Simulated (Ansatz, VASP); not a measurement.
## One calculation of CdSe, two programs

File POSCAR:

```
CdSe
1.0
   -0.1153037606      3.0445106338      3.0445106338
    3.0445106338     -0.1153037606      3.0445106338
    3.0445106338      3.0445106338     -0.1153037606
Cd Se
1 1
Direct
   -0.0037239811     -0.0037239811     -0.0037239811
    0.2537239811      0.2537239811      0.2537239811
```

The input INCAR.step1:

```
SYSTEM = CdSe
PREC = Accurate
ENCUT = 520
ISMEAR = 0
SIGMA = 0.01
LREAL = .False.
LASPH = .True.
NELM = 100
NBANDS = 16
GGA = PE
ALGO = Normal
EDIFF = 1E-4
LWAVE = .True.
LCHARG = .False.
```

INCAR.step2

```
SYSTEM = CdSe
PREC = Accurate
ENCUT = 520
EDIFF = 1E-6
ISMEAR = 0
SIGMA = 0.01
LREAL = .False.
LASPH = .True.
NELM = 100
ALGO = Normal
ISIF = 2
LWAVE = .False.
LCHARG = .False.
METAGGA = R2SCAN
LMIXTAU = .True.
NBANDS = 16
ISTART = 1
```

File KPOINTS:

```
regular mesh
0
Gamma
  8 8 8
  0 0 0
```

Input for Ansatz:

```yaml
crystal:
  lattice:
    - [-0.1153037606, 3.0445106338, 3.0445106338]
    - [3.0445106338, -0.1153037606, 3.0445106338]
    - [3.0445106338, 3.0445106338, -0.1153037606]
  atoms:
    - { symbol: Cd, position: [-0.0037239811, -0.0037239811, -0.0037239811] }
    - { symbol: Se, position: [0.2537239811, 0.2537239811, 0.2537239811] }
kpoints:
  mp_grid: { grid: [8, 8, 8] }
  band_path:
    path:
      - [0.0, 0.0, 0.0]
      - [-0.5, -0.5, 0.0]
      - [-0.375, -0.375, 0.25]
      - [-0.375, 0.0, 0.375]
      - [0.0, 0.0, 0.5]
      - [-0.5, -0.25, 0.25]
      - [-0.020833, 0.002604, 0.018229]
    npoints: 1
hamiltonian:
  xc: r2scan
scf:
  occupations: { method: fixed }
  n_extra_bands: 4
output:
  forces: true
  stress: true
  eigenvalues: true
```

Change from the starting cell: epitaxial_111 strain +3.0%.

Alike in both runs: task single point; functional r2SCAN; k mesh 8 × 8 × 8; no spin polarisation.

```csv
,VASP,Ansatz
version,VASP 6.6.1,Ansatz 0.2.0
potentials or method,"VASP PAW PBE potentials, release 64 (Cd, Se)","plane waves, PAW"
plane-wave cutoff (eV),520,500
occupations,"gaussian, width 0.01 eV",fixed
valence electrons in the cell,18,36
```

Ansatz gave:

| Item | Value |
| --- | --- |
| gap on the k mesh at the Fermi level (eV) | 0.83 |
| pressure (GPa) | -1.7 |
| traceless stress, the component that is largest in VASP (GPa) | 0.83 |
| rms of the force components (eV/Å) | 0.005 |

Problem. Which values does VASP return?

Solution. gap on the k mesh at the Fermi level (eV): 0.82; pressure (GPa): -1.5; traceless stress, the component that is largest in VASP (GPa): 0.84; rms of the force components (eV/Å): 0.008.

VASP's potentials were made for PBE, not for r2SCAN. Atom by atom the forces differ by 0.003 eV/Å (rms over components). VASP's potentials hold 18 valence electrons a cell and Ansatz's 36, so a difference there can come from the potentials and not from the codes.
